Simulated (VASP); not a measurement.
CoSi2, 3 atoms in the cell. Symmetry: Fm-3m, No. 225, cubic system. Conventional cell: a = 5.461 Å, b = 5.461 Å, c = 5.461 Å, α = 90.00°, β = 90.00°, γ = 90.00°. Co (site symmetry m-3m) has 8 Si at 2.36 Å within 3.1 Å. Within 3.1 Å of Si (site symmetry -43m) lie 4 Co at 2.36 Å and 6 Si at 2.73 Å. 

* Program: VASP 6.6.1
* Task: single point
* Functional: PBE
* Potentials or basis: VASP PAW PBE potentials, release 64 (Co, Si)
* Cutoff: 520 eV
* k mesh: 9 × 9 × 9
* Occupations: fermi-dirac, width 0.05 eV
* Spin: collinear spin, ferromagnetic start
* Starting moments: [2.0, 0.0, 0.0] μB
* Dipole correction: no
* Further INCAR settings: ALGO = Normal; EDIFF = 1e-06; NBANDS = 20

Potentials or basis: VASP PAW PBE potentials, release 64 (Co, Si).

Run with:

```console
$ cat potpaw_PBE.64/Co/POTCAR potpaw_PBE.64/Si/POTCAR > POTCAR
$ mpirun -np 1 vasp_std > vasp.out
```

Hardware: 1 thread of AMD EPYC 9R45 96-Core Processor (Zen 5), with other jobs on the host.

How long does it take, and how much memory?

Run time: 38 s on 1 thread of AMD EPYC 9R45 96-Core Processor (Zen 5), on a shared host, peak memory 0.18 GiB. Counts: scf iterations 15, k points 35.
